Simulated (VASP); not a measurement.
# LiSi16 (a cell with a defect) in VASP: notebook

LiSi16 (a cell with a defect) is run at these levels: PBE+D3(BJ); tasks: single point.

Program: VASP 6.6.1. These are calculated values, not measurements. Logs are shortened: lines on timing, memory, paths and dates and some standing lists are left out, and cuts for length are marked.

## (1) The cell of the first run

The cell holds a defect, 17 atoms: a = 7.679 Å, b = 7.679 Å, c = 7.679 Å, α = 60.00°, β = 60.00°, γ = 60.00°.

## (2) Single point, PBE+D3(BJ)

INCAR reads:

```
PREC = Accurate ; ENCUT = 520
EDIFF = 1E-6 ; ISMEAR = -1
SIGMA = 0.05 ; LREAL = Auto
LASPH = T ; NELM = 80
ALGO = Normal ; ISIF = 2
LWAVE = F ; LCHARG = F
GGA = PE ; IVDW = 12
NBANDS = 48 ; NELECT = 66.0
```

KPOINTS reads:

```
Automatic mesh
0
Gamma
  2 2 2
```

POSCAR reads:

```
LiSi16
1.0
    0.0000000000      5.4300000000      5.4300000000
    5.4300000000      0.0000000000      5.4300000000
    5.4300000000      5.4300000000      0.0000000000
Si Li
16 1
Direct
    0.0130335175      0.0033738490     -0.0165707182
    0.1289348987      0.1345577348      0.1202838858
    0.0130087477      0.0034767035      0.5042776243
    0.1571438306      0.1151416206      0.6159423573
   -0.0163204420      0.5064539595      0.0072550645
    0.1294282689      0.6195021179      0.1203034070
    0.0130329650      0.4826285451      0.5041749540
    0.1289344383      0.6194830571      0.6353587477
    0.5022836096      0.0020139963     -0.0019469613
    0.6365381215      0.1234587477      0.1160403315
    0.5275110497     -0.0096066298      0.4911955801
    0.6364871087      0.1235580110      0.6243602210
    0.5028436464      0.4971438306     -0.0020537753
    0.6111780847      0.6293044199      0.1301068140
    0.5022831492      0.4972509208      0.5028162983
    0.6365375691      0.6152383057      0.6242611418
   -0.0330528545      0.8453915285      0.3461922652
```

Potentials or basis: VASP PAW PBE potentials, release 64 (Si, Li_sv).

Launch:

```console
cat potpaw_PBE.64/Si/POTCAR potpaw_PBE.64/Li_sv/POTCAR > POTCAR
mpirun -np 1 vasp_std > vasp.out
```

OUTCAR:

```text
PREC = Accurate
   ENCUT = 520
   EDIFF = 1E-6
   ISMEAR = -1
   LREAL = Auto
   LASPH = T
   NELM = 80
   ISIF = 2
   GGA = PE
   IVDW = 12
   NELECT = 66.0
 IVDW          = 12

 ion  position               nearest neighbor table
   1  0.013  0.003  0.983-   4 2.31  17 2.33  10 2.36   6 2.41   2 2.41
   2  0.129  0.135  0.120-   5 2.34   9 2.34   1 2.41   3 2.41  17 2.50
   3  0.013  0.003  0.504-   4 2.31  17 2.32  12 2.36   8 2.41   2 2.41
   4  0.157  0.115  0.616-   3 2.31   1 2.31   7 2.31  11 2.32
   5  0.984  0.506  0.007-  14 2.34   6 2.34   2 2.34   8 2.34
   6  0.129  0.620  0.120-   5 2.34  13 2.34   7 2.41   1 2.41  17 2.50
   7  0.013  0.483  0.504-   4 2.31  17 2.33  16 2.36   6 2.41   8 2.41
   8  0.129  0.619  0.635-   5 2.34  15 2.34   7 2.41   3 2.41  17 2.50
   9  0.502  0.002  0.998-  14 2.34   2 2.34  10 2.34  12 2.34
  10  0.637  0.123  0.116-  13 2.34   9 2.34  11 2.35   1 2.36
  11  0.528  0.990  0.491-   4 2.32  16 2.35  10 2.35  12 2.36  17 2.76
  12  0.636  0.124  0.624-   9 2.34  15 2.34  11 2.36   3 2.36
  13  0.503  0.497  0.998-  14 2.34   6 2.34  16 2.34  10 2.34
  14  0.611  0.629  0.130-   5 2.34  13 2.34  15 2.34   9 2.34
  15  0.502  0.497  0.503-  14 2.34   8 2.34  16 2.34  12 2.34
  16  0.637  0.615  0.624-  13 2.34  15 2.34  11 2.35   7 2.36
  17  0.967  0.845  0.346-   3 2.32   1 2.33   7 2.33   8 2.50   2 2.50   6 2.50  11 2.76

  LATTYP: Found a face centered cubic cell.
 ALAT       =    10.8600000000

  Lattice vectors:

 A1 = (   0.0000000000,   5.4300000000,   5.4300000000)
 A2 = (   5.4300000000,   0.0000000000,   5.4300000000)
 A3 = (   5.4300000000,   5.4300000000,   0.0000000000)

Analysis of symmetry for initial positions (statically):
=====================================================================
 Subroutine PRICEL returns:
 Original cell was already a primitive cell.

 Routine SETGRP: Setting up the symmetry group for a
 face centered cubic supercell.

 Subroutine GETGRP returns: Found  2 space group operations
 (whereof  1 operations were pure point group operations)
 out of a pool of 48 trial point group operations.

The static configuration has the point symmetry C_1 .
 The point group associated with its full space group is C_1h.

Analysis of symmetry for dynamics (positions and initial velocities):
=====================================================================
 Subroutine PRICEL returns:
 Original cell was already a primitive cell.

 Routine SETGRP: Setting up the symmetry group for a
 face centered cubic supercell.

 Subroutine GETGRP returns: Found  2 space group operations
 (whereof  1 operations were pure point group operations)
 out of a pool of 48 trial point group operations.

The dynamic configuration has the point symmetry C_1 .
 The point group associated with its full space group is C_1h.

 Subroutine INISYM returns: Found  2 space group operations
 (whereof  1 operations are pure point group operations),
 and found     1 'primitive' translations

----------------------------------------------------------------------------------------

                                     Primitive cell

  volume of cell :     320.2060

  direct lattice vectors                    reciprocal lattice vectors
     0.000000000  5.430000000  5.430000000    -0.092081031  0.092081031  0.092081031
     5.430000000  0.000000000  5.430000000     0.092081031 -0.092081031  0.092081031
     5.430000000  5.430000000  0.000000000     0.092081031  0.092081031 -0.092081031

  length of vectors
     7.679179644  7.679179644  7.679179644     0.159489025  0.159489025  0.159489025

  position of ions in fractional coordinates (direct lattice)
     0.013033517  0.003373849  0.983429282
     0.128934899  0.134557735  0.120283886
     0.013008748  0.003476703  0.504277624
     0.157143831  0.115141621  0.615942357
     0.983679558  0.506453959  0.007255065
     0.129428269  0.619502118  0.120303407
[... 9 lines left out ...]
     0.636537569  0.615238306  0.624261142
     0.966947146  0.845391529  0.346192265

  ion indices of the primitive-cell ions
   primitive index   ion index
                 1           1
                 2           2
                 3           3
                 4           4
                 5           5
                 6           6
[... 9 lines left out ...]
                16          16
                17          17

----------------------------------------------------------------------------------------

 KPOINTS: Automatic mesh

Automatic generation of k-mesh.
 Grid dimensions read from file:
 generate k-points for:    2    2    2

 Generating k-lattice:

  Cartesian coordinates                     Fractional coordinates (reciprocal lattice)
    -0.046040516  0.046040516  0.046040516     0.500000000  0.000000000  0.000000000
     0.046040516 -0.046040516  0.046040516     0.000000000  0.500000000  0.000000000
     0.046040516  0.046040516 -0.046040516     0.000000000  0.000000000  0.500000000

  Length of vectors
     0.079744512  0.079744512  0.079744512

  Shift w.r.t. Gamma in fractional coordinates (k-lattice)
     0.000000000  0.000000000  0.000000000

 Subroutine IBZKPT returns following result:
 ===========================================

 Found      6 irreducible k-points:

 Following reciprocal coordinates:
            Coordinates               Weight
  0.000000  0.000000  0.000000      1.000000
  0.500000  0.000000  0.000000      1.000000
  0.000000  0.500000  0.000000      2.000000
  0.500000  0.500000  0.500000      1.000000
  0.500000  0.500000  0.000000      2.000000
  0.000000  0.500000  0.500000      1.000000
   k-points           NKPTS =      6   k-points in BZ     NKDIM =      6   number of bands    NBANDS=     48
   number of dos      NEDOS =    301   number of ions     NIONS =     17
   total plane-waves  NPLWV = 216000
   dimension x,y,z NGX =    60 NGY =   60 NGZ =   60
   dimension x,y,z NGXF=   120 NGYF=  120 NGZF=  120
   ions per type =              16   1
   NGX,Y,Z   is equivalent  to a cutoff of  12.99, 12.99, 12.99 a.u.
   NGXF,Y,Z  is equivalent  to a cutoff of  25.98, 25.98, 25.98 a.u.
 SYSTEM =  unknown system
   PREC   = accura    normal or accurate (medium, high low for compatibility)
   ISTART =      0    job   : 0-new  1-cont  2-samecut
   ICHARG =      2    charge: 1-file 2-atom 10-const
   ISPIN  =      1    spin polarized calculation?
   LNONCOLLINEAR =      F non collinear calculations
   LSORBIT =      F    spin-orbit coupling
   LASPH  =      T    aspherical Exc in radial PAW
   ENCUT  =  520.0 eV  38.22 Ry    6.18 a.u.  14.28 14.28 14.28*2*pi/ulx,y,z
   NELM   =     80;   NELMIN=  2; NELMDL= -5     # of ELM steps
   EDIFF  = 0.1E-05   stopping-criterion for ELM
   LREAL  =      T    real-space projection
   EDIFFG = 0.1E-04   stopping-criterion for IOM
   NSW    =      0    number of steps for IOM
   IBRION =     -1    ionic relax: 0-MD 1-quasi-New 2-CG
   NFREE  =      0    steps in history (QN), initial steepest desc. (CG)
   ISIF   =      2    stress and relaxation
   ISYM   =      2    0-nonsym 1-usesym 2-fastsym
   POTIM  = 0.5000    time-step for ionic-motion
   TEBEG  =    0.0;   TEEND  =   0.0 temperature during run
   PSTRESS=    0.0 pullay stress
   NELECT =      66.0000    total number of electrons
   NUPDOWN=      -1.0000    fix difference up-down
   EMIN   =  10.00;   EMAX   =-10.00  energy-range for DOS
   EFERMI =   0.00;   METHOD = LEGACY
   ISMEAR =    -1;   SIGMA  =   0.05  broadening in eV -4-tet -1-fermi 0-gaus
   EFERMI_NEDOS =   21; number of points for ismear=-14 and -15
   IALGO  =     38    algorithm
   IMIX   =      4    mixing-type and parameters
     AMIX     =   0.40;   BMIX     =  1.00
     AMIX_MAG =   1.60;   BMIX_MAG =  1.00
  volume/ion in A,a.u.               =      18.84       127.11
  Fermi-wavevector in a.u.,A,eV,Ry     =   0.967044  1.827449 12.723821  0.935174
  Thomas-Fermi vector in A             =   2.096897
   LORBIT       =      0    0 simple, 1 ext, 2 COOP (PROOUT), +10 PAW based schemes
   GGA     = PE    functional components
   LHFCALC =     F    Hartree Fock is set to
   AEXX    =    0.0000 exact exchange contribution
   IVDW    =    12    specifies the selected vdW correction
   LEPSILON=     F    determine dielectric tensor
   LRPA    =     F    only Hartree local field effects (RPA)
 non-spin polarized calculation
  energy-cutoff  :      520.00
  volume of cell :      320.21
 maximum number of plane-waves:      8646
 NGX is ok and might be reduce to    60
   NGX = 29   NGY = 29   NGZ = 29

 number of electron      66.0000001 magnetization

 Free energy of the ion-electron system (eV)
  ---------------------------------------------------
  ext. energy  EPLUGINS =         0.00000000
  ---------------------------------------------------
  free energy    TOTEN  =       -93.25690652 eV

  energy without entropy =      -93.25479577  energy(sigma->0) =      -93.25585114

 E-fermi :   6.3066     XC(G=0):  -9.4431

 val. band max:        6.0521680671   @ k =   0.0000   0.0000   0.0000
 cond. band min:       6.5230109677   @ k =   0.0000   0.0000   0.0000
 fundamental gap:      0.4708429006
 Fermi energy:         6.3066089401

 k-point     1 :       0.0000    0.0000    0.0000
  band No.  band energies     occupation
      1     -40.2955      2.00000
      2      -5.9160      2.00000
      3      -3.6708      2.00000
      4      -3.6109      2.00000
      5      -3.6101      2.00000
      6      -3.5785      2.00000
[... 37 lines left out ...]
     44       8.2909      0.00000
     45       8.2942      0.00000

 k-point     2 :       0.5000    0.0000    0.0000
  band No.  band energies     occupation
      1     -40.2955      2.00000
      2      -5.1768      2.00000
      3      -5.0607      2.00000
      4      -3.3404      2.00000
      5      -3.3086      2.00000
      6      -3.3040      2.00000
[... 184 lines left out ...]
 k-point     6 :       0.0000    0.5000    0.5000
  band No.  band energies     occupation
      1     -40.2955      2.00000
      2      -4.8976      2.00000
      3      -4.8052      2.00000
      4      -3.9295      2.00000
      5      -3.8975      2.00000
      6      -3.8938      2.00000
[... 37 lines left out ...]
     44      10.2931      0.00000
     45      10.3306      0.00000
 [bands above 45 left out]

------------------------ aborting loop because EDIFF is reached ----------------------------------------

 Edisp (eV)   -5.45700

 E8    (eV) :    -2.2609

  FORCE on cell =-STRESS in cart. coord.  units (eV):
  Direction    XX          YY          ZZ          XY          YZ          ZX
  --------------------------------------------------------------------------------------
  -------------------------------------------------------------------------------------
  Total      -6.63932    -6.61928    -6.61928     0.58729    -0.57884     0.58729
  in kB     -33.22041   -33.12013   -33.12013     2.93854    -2.89627     2.93854
  external pressure =      -33.15 kB  Pullay stress =        0.00 kB

 VOLUME and BASIS-vectors are now :
 -----------------------------------------------------------------------------
  energy-cutoff  :      520.00
  volume of cell :      320.21
      direct lattice vectors                 reciprocal lattice vectors
     0.000000000  5.430000000  5.430000000    -0.092081031  0.092081031  0.092081031
     5.430000000  0.000000000  5.430000000     0.092081031 -0.092081031  0.092081031
     5.430000000  5.430000000  0.000000000     0.092081031  0.092081031 -0.092081031

 POSITION                                       TOTAL-FORCE (eV/Angst)
 -----------------------------------------------------------------------------------
      5.35834      5.41079      0.08909        -0.040903      0.029792      0.034397
      1.38379      1.35326      1.43076        -0.045731      0.040118     -0.003322
      2.75711      2.80886      0.08952        -0.038718      0.033676      0.033676
      3.96979      4.19786      1.47851        -0.019936      0.013461      0.013461
      2.78944      5.38078      8.09143        -0.052227      0.038968      0.038968
      4.01714      1.35604      4.06669        -0.004560      0.034032      0.034032
[... 9 lines left out ...]
      6.73048      6.84614      6.79714        -0.018399      0.030013      0.021328
      6.47030      7.13035      9.84100         0.421256     -0.433252     -0.433252
 -----------------------------------------------------------------------------------
    total drift:                                0.002806     -0.006433     -0.002741

  FREE ENERGIE OF THE ION-ELECTRON SYSTEM (eV)
  ---------------------------------------------------
  free  energy   TOTEN  =       -98.7139016481 eV

  energy  without entropy=      -98.7117908934  energy(sigma->0) =      -98.71284627
```

Wall time 1.7 min (1 thread of Intel Xeon 6975P-C (Granite Rapids), shared host); peak memory 0.47 GiB.

What came out:

- Free energy: -98.7139 eV
- Largest force: 0.744 eV/Å
- Dispersion energy per atom: -0.321 eV

Forces on the atoms (eV/Å):
```
Si  -0.041  0.030  0.034
Si  -0.046  0.040 -0.003
Si  -0.039  0.034  0.034
Si  -0.020  0.013  0.013
Si  -0.052  0.039  0.039
Si  -0.005  0.034  0.034
Si  -0.041  0.034  0.030
Si  -0.046 -0.003  0.040
Si  -0.023  0.033  0.015
Si  -0.018  0.021  0.030
Si  -0.002  0.012  0.012
Si  -0.012  0.030  0.030
Si  -0.004  0.031  0.031
Si  -0.031  0.041  0.041
Si  -0.023  0.015  0.033
Si  -0.018  0.030  0.021
Li   0.421 -0.433 -0.433
```

Caveat: the k points lie up to 0.50 Å⁻¹ apart; the cell carries a net charge on a neutralising background, which shifts energy and pressure; the cell is charged against a uniform background, so pressure and absolute levels hang on convention; the cutoff is under 1.25 times the usual one of these potentials, so pressure, stress and relaxed cells hold a basis-set (Pulay) error.

(Part 1 of 2 ends here.)
